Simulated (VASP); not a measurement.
Input of a VASP 6.6.1 run:

File INCAR:

```
PREC = Accurate
ENCUT = 520
EDIFF = 1E-8
ISMEAR = -1
SIGMA = 0.03
LREAL = F
LASPH = T
NELM = 80
ALGO = Normal
ISIF = 2
LWAVE = F
LCHARG = F
GGA = PE
LEFG = T
NBANDS = 19
```

File KPOINTS:

```
regular mesh
0
Gamma
  18 18 8
```

Contents of POSCAR:

```
Zn
1.0
    2.6424037335      0.0000000000      0.0000000000
   -1.3212018667      2.2883887602      0.0000000000
    0.0000000000      0.0000000000      4.9051291270
Zn
2
Direct
    0.3333333333      0.6666666667      0.2500000000
    0.6666666667      0.3333333333      0.7500000000
```

Potentials or basis: VASP PAW PBE potentials, release 64 (Zn).

Command:

```bash
$ cat potpaw_PBE.64/Zn/POTCAR > POTCAR
$ mpirun -np 1 vasp_std > vasp.out
```

Question: Predict the pressure.

Answer: 1.9 GPa.

Question: What does it give for the band gap on the k mesh?

Answer: Zero (band 12 reaches 4.93 eV, above the bottom of band 13 at 0.27 eV).

Stress tensor (GPa, compression positive):
```
1.81 0.00 0.00
0.00 1.81 0.00
0.00 0.00 2.21
```

Caveat: without QUAD_EFG the Cq values of the log hold for a quadrupole moment of 1 mb, not for the nuclei.
